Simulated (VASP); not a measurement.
# Bi2Te3: single point with PBE+D4

**Measured values to compare with.**

“Vacancy and Antisite-Induced Ferromagnetism in Liquid-Phase Exfoliated Bi2Te3”, 2024, arxiv:2412.10539 quotes, for a bulk crystal of Bi2Te3: band gap 0.17 eV.

Bi2Te3:

```xyz
5
Lattice="2.1783 1.2576 10.0974 -2.1783 1.2576 10.0974 0.0000 -2.5153 10.0974" Properties=species:S:1:pos:R:3 pbc="T T T"
Bi    0.0000    0.0000   12.1169
Bi    0.0000    0.0000   18.1754
Te    0.0000    0.0000    0.0000
Te    0.0000    0.0000    6.3462
Te    0.0000    0.0000   23.9461
```

| Quantity | Value |
| --- | --- |
| Program | VASP 6.6.1 |
| Task | single point |
| Functional | PBE |
| Dispersion | D4 |
| Potentials or basis | VASP PAW PBE potentials, release 64 (Bi_d, Te) |
| Cutoff | 520 eV |
| k mesh | 6 × 6 × 6 |
| Occupations | gaussian, width 0.01 eV |
| Spin | no spin polarisation |
| Dipole correction | no |
| Further INCAR settings | ALGO = Normal; EDIFF = 1e-06; NBANDS = 32 |

```yaml
Pressure: 0.7 GPa
Largest_force: 0.095 eV/Å
Band_gap_on_the_k_mesh: 0.27 eV
Dispersion_energy_per_atom: -0.501 eV
```

Forces in eV/Å, atoms in the order of the input:
```
Bi   0.000  0.000 -0.040
Bi   0.000  0.000  0.040
Te   0.000  0.000  0.000
Te   0.000  0.000 -0.095
Te   0.000  0.000  0.095
```

Stress tensor (GPa, compression positive):
```
0.75 0.00 0.00
0.00 0.75 0.00
0.00 0.00 0.64
```

Levels at points of the mesh, in eV from the valence-band top:
| k point | band 22 | band 23 | band 24 | band 25 | band 26 | band 27 |
| --- | --- | --- | --- | --- | --- | --- |
| (0.00, 0.00, 0.00) | -0.93 | -0.93 | 0.00 | 0.27 | 0.61 | 0.61 |
| (0.50, 0.00, 0.00) | -2.51 | -0.98 | -0.54 | 0.54 | 1.03 | 2.74 |
| (0.50, 0.50, 0.00) | -1.87 | -1.63 | -1.01 | 0.81 | 1.48 | 2.06 |
| (0.50, 0.50, 0.50) | -1.23 | -1.23 | -0.44 | 0.81 | 1.11 | 1.11 |

Run time: 16 min on 1 thread of Intel(R) Xeon(R) 6975P-C (Granite Rapids) (shared host), peak memory 0.96 GiB.

Against the measured gap of Bi2Te3, 0.17 eV (quoted in “Vacancy and Antisite-Induced Ferromagnetism in Liquid-Phase Exfoliated Bi2Te3”, 2024, arxiv:2412.10539), the calculated 0.27 eV is off by +0.10 eV. Spin-orbit coupling on Bi, Te is left out. The value is that of PBE+D4 on a finite k mesh, which can miss the band edges, without temperature or zero-point motion.

Caveat: spin-orbit coupling is left out, which moves the levels of the heavy elements.
